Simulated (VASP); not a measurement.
# NaCl (R3m) in VASP: notebook, part 2 of 2

VASP 6.6.1.

## (3) Electric field gradients, PBE (atom 2 (Cl) moved by [0.028868, 0.028868, 0.028868] A)

The input, INCAR:

```
SYSTEM = NaCl
ALGO = Normal
EDIFF = 1E-8
ENCUT = 520
GGA = PE
ISIF = 2
ISMEAR = -1
LASPH = .TRUE.
LCHARG = .FALSE.
LEFG = .TRUE.
LREAL = .FALSE.
LWAVE = .FALSE.
NBANDS = 14
NELM = 80
PREC = Accurate
SIGMA = 0.03
```

The input, KPOINTS:

```
k-points
0
G
  7 7 7
  0 0 0
```

The input, POSCAR:

```
NaCl
1.0
    0.0000000000      2.8317500000      2.8317500000
    2.8317500000      0.0000000000      2.8317500000
    2.8317500000      2.8317500000      0.0000000000
Na Cl
1 1
Direct
    0.0000000000      0.0000000000      0.0000000000
    0.5050972014      0.5050972014      0.5050972014
```

Potentials or basis: VASP PAW PBE potentials, release 64 (Na_pv, Cl).

Started as:

```console
> cat potpaw_PBE.64/Na_pv/POTCAR potpaw_PBE.64/Cl/POTCAR > POTCAR
> mpirun -np 1 vasp_std > vasp.out
```

OUTCAR:

```text
SYSTEM = NaCl
   EDIFF = 1E-8
   ENCUT = 520
   GGA = PE
   ISIF = 2
   ISMEAR = -1
   LASPH = .TRUE.
   LREAL = .FALSE.
   NELM = 80
   PREC = Accurate

 ion  position               nearest neighbor table
   1  0.000  0.000  0.000-
   2  0.505  0.505  0.505-

  LATTYP: Found a face centered cubic cell.
 ALAT       =     5.6635000000

  Lattice vectors:

 A1 = (   0.0000000000,   2.8317500000,   2.8317500000)
 A2 = (   2.8317500000,   0.0000000000,   2.8317500000)
 A3 = (   2.8317500000,   2.8317500000,   0.0000000000)

Analysis of symmetry for initial positions (statically):
[... 5 lines left out ...]
 face centered cubic supercell.

 Subroutine GETGRP returns: Found  6 space group operations
 (whereof  6 operations were pure point group operations)
 out of a pool of 48 trial point group operations.

The static configuration has the point symmetry C_3v.

Analysis of symmetry for dynamics (positions and initial velocities):
[... 5 lines left out ...]
 face centered cubic supercell.

 Subroutine GETGRP returns: Found  6 space group operations
 (whereof  6 operations were pure point group operations)
 out of a pool of 48 trial point group operations.

The dynamic configuration has the point symmetry C_3v.

 Subroutine INISYM returns: Found  6 space group operations
 (whereof  6 operations are pure point group operations),
 and found     1 'primitive' translations

----------------------------------------------------------------------------------------

                                     Primitive cell

  volume of cell :      45.4145

  direct lattice vectors                    reciprocal lattice vectors
     0.000000000  2.831750000  2.831750000    -0.176569259  0.176569259  0.176569259
[... 153 lines left out ...]
     11      10.3076      0.00000
     12      12.4516      0.00000
     13      12.4516      0.00000
     14      14.0329      0.00000
[... 377 lines left out ...]
      1     -21.6625      2.00000
      2     -21.6516      2.00000
      3     -21.6504      2.00000
      4     -13.1142      2.00000
      5      -2.2612      2.00000
      6      -1.4054      2.00000
      7      -1.2613      2.00000
      8       7.0721      0.00000
      9       7.9349      0.00000
     10       9.4690      0.00000
     11      11.9624      0.00000
     12      12.9022      0.00000
     13      14.7412      0.00000
     14      16.6295      0.00000

 [... further k-points ...]
[... 5 lines left out ...]
  --------------------------------------------------------------------------------------
  -------------------------------------------------------------------------------------
  Total        0.1177531      0.1177531      0.1177531     -0.0018203     -0.0018203     -0.0018203
  in kB        4.1542088      4.1542088      4.1542088     -0.0642193     -0.0642193     -0.0642193
  external PRESSURE =       4.1542088 kB  Pullay stress =       0.0000000 kB

 VOLUME and BASIS-vectors are now :
 -----------------------------------------------------------------------------
  energy-cutoff  :      520.00
  volume of cell :       45.41
      direct lattice vectors                 reciprocal lattice vectors
     0.000000000  2.831750000  2.831750000    -0.176569259  0.176569259  0.176569259
     2.831750000  0.000000000  2.831750000     0.176569259 -0.176569259  0.176569259
     2.831750000  2.831750000  0.000000000     0.176569259  0.176569259 -0.176569259

 POSITION                                       TOTAL-FORCE (eV/Angst)
 -----------------------------------------------------------------------------------
      0.00000      0.00000      0.00000         0.037335      0.037335      0.037335
      2.86062      2.86062      2.86062        -0.037335     -0.037335     -0.037335
 -----------------------------------------------------------------------------------
    total drift:                                0.000049      0.000049      0.000049

  FREE ENERGIE OF THE ION-ELECTRON SYSTEM (eV)
  ---------------------------------------------------
  free  energy   TOTEN  =        -6.7751759676 eV

  energy  without entropy=       -6.7751759676  energy(sigma->0) =       -6.77517597

 Electric field gradients (V/A^2)
---------------------------------------------------------------------
 ion       V_xx      V_yy      V_zz      V_xy      V_xz      V_yz
---------------------------------------------------------------------
   1      -0.000    -0.000     0.000     0.036     0.036     0.036
   2      -0.000     0.000    -0.000    -0.006    -0.006    -0.006
---------------------------------------------------------------------

 Electric field gradients after diagonalization (V/A^2)
 (convention: |V_zz| > |V_xx| > |V_yy|)
----------------------------------------------------------------------
 ion       V_xx      V_yy      V_zz     asymmetry (V_yy - V_xx)/ V_zz
----------------------------------------------------------------------
   1      -0.036    -0.036     0.071       0.000
   2       0.006     0.006    -0.013       0.000
----------------------------------------------------------------------

           NMR quadrupolar parameters

 Cq : quadrupolar parameter    Cq=e*Q*V_zz/h
 eta: asymmetry parameters     (V_yy - V_xx)/ V_zz
 Q  : nuclear electric quadrupole moment in mb (millibarn)
----------------------------------------------------------------------
 ion       Cq(MHz)       eta       Q (mb)
----------------------------------------------------------------------
   1       0.000       0.000       1.000
   2      -0.000       0.000       1.000
----------------------------------------------------------------------
```

OSZICAR:

```text
N       E                     dE             d eps       ncg     rms          rms(c)
DAV:   1     0.991496667210E+02    0.99150E+02   -0.70700E+03  1238   0.990E+02
DAV:   2     0.130972085073E+01   -0.97840E+02   -0.89719E+02  1372   0.263E+02
DAV:   3    -0.684098383782E+01   -0.81507E+01   -0.80969E+01  1592   0.715E+01
DAV:   4    -0.697321979466E+01   -0.13224E+00   -0.13218E+00  1436   0.989E+00
DAV:   5    -0.697602178155E+01   -0.28020E-02   -0.28018E-02  1626   0.147E+00    0.215E+00
DAV:   6    -0.678096044252E+01    0.19506E+00   -0.32523E-01  1526   0.327E+00    0.160E+00
DAV:   7    -0.676936389618E+01    0.11597E-01   -0.81925E-02  1618   0.163E+00    0.109E+00
DAV:   8    -0.677518008360E+01   -0.58162E-02   -0.10074E-02  1370   0.857E-01    0.296E-01
DAV:   9    -0.677506155540E+01    0.11853E-03   -0.22055E-04  1592   0.113E-01    0.162E-01
DAV:  10    -0.677518718259E+01   -0.12563E-03   -0.34192E-04  1394   0.140E-01    0.690E-02
DAV:  11    -0.677517576066E+01    0.11422E-04   -0.20006E-05  1652   0.405E-02    0.166E-02
DAV:  12    -0.677517562741E+01    0.13325E-06   -0.26433E-06  1424   0.145E-02    0.155E-03
DAV:  13    -0.677517612644E+01   -0.49903E-06   -0.31423E-07  1472   0.376E-03    0.317E-03
DAV:  14    -0.677517596520E+01    0.16124E-06   -0.45737E-08  1574   0.122E-03    0.469E-04
DAV:  15    -0.677517596757E+01   -0.23749E-08   -0.12302E-09   934   0.259E-04
   1 F= -.67751760E+01 E0= -.67751760E+01  d E =-.105478E-11
```

Run time: 22 s. Hardware: 1 thread of AMD EPYC 7R43 (Zen 3), shared host; peak memory 0.14 GiB.

Results:

```
Free energy            : -6.7752 eV
Pressure               : 0.4 GPa
Largest force          : 0.065 eV/Å
Band gap on the k mesh : 5.06 eV, direct
```

Forces on the atoms (eV/Å):
```
Na   0.037  0.037  0.037
Cl  -0.037 -0.037 -0.037
```

Levels at points of the mesh, in eV from the valence-band top:
```
           k point  band 3  band 4  band 5  band 6  band 7  band 8  band 9  band 10  band 11  band 12
(0.00, 0.00, 0.00)  -20.84  -12.63    0.00    0.00    0.00    5.06   11.11    11.11    11.11    13.25
```

Caveat: the cell differs from its parent crystal (atom 2 (Cl) moved by [0.028868, 0.028868, 0.028868] A); without QUAD_EFG the Cq values of the log hold for a quadrupole moment of 1 mb, not for the nuclei.
